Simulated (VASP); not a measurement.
Input of a VASP 6.6.1 run:

INCAR

```
SYSTEM = Ti2Ga3Cu3Si8
  PREC = Accurate
  ENCUT = 520
  EDIFF = 1E-7
  ISMEAR = 0
  SIGMA = 0.1
  LREAL = Auto
  LASPH = .TRUE.
  NELM = 100
  ALGO = Normal
  ISIF = 2
  LWAVE = .FALSE.
  LCHARG = .FALSE.
  GGA = PE
  NBANDS = 78
  ISYM = 0
```

KPOINTS

```
regular mesh
0
G
  3 3 3
  0 0 0
```

The input POSCAR:

```
Ti2Ga3Cu3Si8
1.0
   -2.6786518386      4.7069504412     -3.5187500591
    3.5827754470      5.0647022842      2.9723782935
    3.4773104940     -4.1605786757     -3.7710369490
Si Ti Cu Ga
8 2 3 3
Direct
    0.0620311663      0.3340070477      0.8834748243
    0.1753185163      0.2048309974      0.3058920590
    0.8344480805      0.1211884800      0.3737375278
    0.5463715799      0.3509735234      0.2938309096
    0.9104273564      0.9504313223      0.6392463903
   -0.1194591454      0.8165274327     -0.0097710065
    0.2206541232      0.5622212243      0.3159915518
    0.3720450152      0.3559949439     -0.2343845133
    0.0220081944      0.5497327137      0.5882480035
    0.7463763214      0.1846507885      0.9877440086
    0.5056292917      0.0596783260      0.4861907343
    0.7115339183      0.4428947234      0.7285229613
    0.6035588280      0.7385613523      0.5893811163
    0.3459125527     -0.0539695564      0.7937327446
   -0.2486653790      0.6266331542      0.1890693910
    0.3025266260      0.7705217026      1.0793032797
```

Potentials or basis: VASP PAW PBE potentials, release 64 (Si, Ti_sv, Cu, Ga_d).

Launch:

```console
$ cat potpaw_PBE.64/Si/POTCAR potpaw_PBE.64/Ti_sv/POTCAR potpaw_PBE.64/Cu/POTCAR potpaw_PBE.64/Ga_d/POTCAR > POTCAR
$ mpirun -np 1 vasp_std > vasp.out
```

Problem. Predict the largest force.

Solution. 0.024 eV/Å.

Problem. Estimate the band gap on the k mesh.

Solution. Zero (band 64 reaches 8.63 eV, above the bottom of band 65 at 7.97 eV).

Forces in eV/Å, atoms in the order of the input:
```
Si  -0.004  0.014 -0.020
Si   0.009 -0.012 -0.001
Si  -0.002  0.014 -0.004
Si  -0.006 -0.001 -0.003
Si   0.002  0.015 -0.001
Si   0.015  0.007 -0.006
Si  -0.006 -0.004 -0.005
Si   0.002 -0.023  0.005
Ti   0.000 -0.008 -0.004
Ti   0.005 -0.005  0.012
Cu   0.003  0.011 -0.009
Cu  -0.007 -0.007  0.019
Cu  -0.012 -0.003  0.005
Ga   0.005 -0.005 -0.001
Ga   0.009  0.003  0.005
Ga  -0.013  0.004  0.008
```

Caveat: the k points lie up to 0.38 Å⁻¹ apart.
